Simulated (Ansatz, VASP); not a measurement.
BiP6 in VASP and in Ansatz

```xyz
7
Lattice="0.0000 4.6290 4.6290 4.6290 0.0000 4.6290 4.6290 4.6290 0.0000" Properties=species:S:1:pos:R:3 pbc="T T T"
Bi    0.0000    0.0000    0.0000
P     2.9149    4.6290    4.6290
P     6.3430    4.6290    4.6290
P     4.6290    2.9149    4.6290
P     4.6290    6.3430    4.6290
P     4.6290    4.6290    2.9149
P     4.6290    4.6290    6.3430
```

Change from the starting cell: ordered vacancies on the cation sites of rhenium trioxide (Fm-3m, No. 225).

Alike in both runs: task relaxation of cell and atoms; functional PBE; k mesh 8 × 8 × 8; occupations gaussian, width 0.1 eV; no spin polarisation.

|  | VASP | Ansatz |
| --- | --- | --- |
| version | VASP 6.6.1 | Ansatz 0.2.0 |
| potentials or method | VASP PAW PBE potentials, release 64 (Bi_d, P), cutoff 600 eV | scalar-relativistic, plane waves, PAW |
| valence electrons in the cell | 45 | 45 |

VASP gave:

* gap on the k mesh at the Fermi level, each at its own relaxed structure (eV): none
* relaxed volume (Å³/atom): 28.37
* relaxed cell length with the largest relative difference (Å): 6.549

Q: Estimate Ansatz's values.

A: gap on the k mesh at the Fermi level, each at its own relaxed structure (eV): none; relaxed volume (Å³/atom): 28.39; relaxed cell length with the largest relative difference (Å): 6.550.

A gap of «none» marks a metal or a gap that the smearing closes.

Neither program's run includes spin-orbit coupling.
